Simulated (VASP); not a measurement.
Set up this calculation in VASP 6.6.1, as the native input.

- Task: relaxation of the atoms
- Functional: r2SCAN
- Potentials or basis: VASP PAW PBE potentials, release 64 (Cd, Se)
- Cutoff: 500 eV
- k mesh: 6 × 6 × 6
- Occupations: gaussian, width 0.01 eV
- Spin: no spin polarisation
- Dipole correction: no
- Further INCAR settings: ALGO = Normal; EDIFF = 1e-07; IBRION = 2; EDIFFG = -0.002; NSW = 50

The system is CdSe.

```
Cd Se
1.0
    -0.01533    3.05911    3.05911
     3.05911   -0.01533    3.05911
     3.05911    3.05911   -0.01533
Cd Se
1 1
Direct
  0.00000 0.00000 0.00000
  0.75000 0.75000 0.75000
```

This cell differs from its parent crystal: equal xy, yz and zx engineering shears of -0.5 %.

These files were run (other wordings do the same):

POSCAR

```
CdSe
1.0
   -0.0153339012      3.0591132976      3.0591132976
    3.0591132976     -0.0153339012      3.0591132976
    3.0591132976      3.0591132976     -0.0153339012
Cd Se
1 1
Direct
    0.0000000000      0.0000000000      0.0000000000
    0.7500000000      0.7500000000      0.7500000000
```

INCAR.step1

```
SYSTEM = CdSe
PREC = Accurate
ENCUT = 500
ISMEAR = 0
SIGMA = 0.01
LREAL = .FALSE.
LASPH = .TRUE.
NELM = 120
GGA = PE
ALGO = Normal
EDIFF = 1E-5
LWAVE = .TRUE.
LCHARG = .FALSE.
GGA_COMPAT = .FALSE.
IBRION = 2
EDIFFG = -0.01
NELMIN = 4
NSW = 100
```

INCAR.step2

```
SYSTEM = CdSe
PREC = Accurate
ENCUT = 500
EDIFF = 1E-7
ISMEAR = 0
SIGMA = 0.01
LREAL = .FALSE.
LASPH = .TRUE.
NELM = 120
ALGO = Normal
ISIF = 2
LWAVE = .FALSE.
LCHARG = .FALSE.
METAGGA = R2SCAN
LMIXTAU = .TRUE.
IBRION = 2
NSW = 50
EDIFFG = -0.002
ISTART = 1
GGA_COMPAT = .FALSE.
NELMIN = 4
```

KPOINTS

```
Automatic mesh
0
G
  6 6 6
  0 0 0
```

Potentials or basis: VASP PAW PBE potentials, release 64 (Cd, Se).

The run is started by

```console
$ cat potpaw_PBE.64/Cd/POTCAR potpaw_PBE.64/Se/POTCAR > POTCAR
$ cp INCAR.step1 INCAR
$ mpirun -np 1 vasp_std > vasp.out
$ cp INCAR.step2 INCAR
$ mpirun -np 1 vasp_std > vasp.out
```

Results of the run:

* Energy gained by relaxing: 0.2 meV/atom
* Ionic steps: 4
* Pressure after relaxing: 0.2 GPa
* Band gap on the k mesh: 1.01 eV, direct

Caveat: the cell differs from its parent crystal (equal xy, yz and zx engineering shears of -0.5 %); the PAW data sets were made with another functional, which shifts forces and pressure a little.

Wall time 2.7 min on 1 thread of Intel Xeon 6975P-C, on a shared host, peak memory 0.21 GiB.
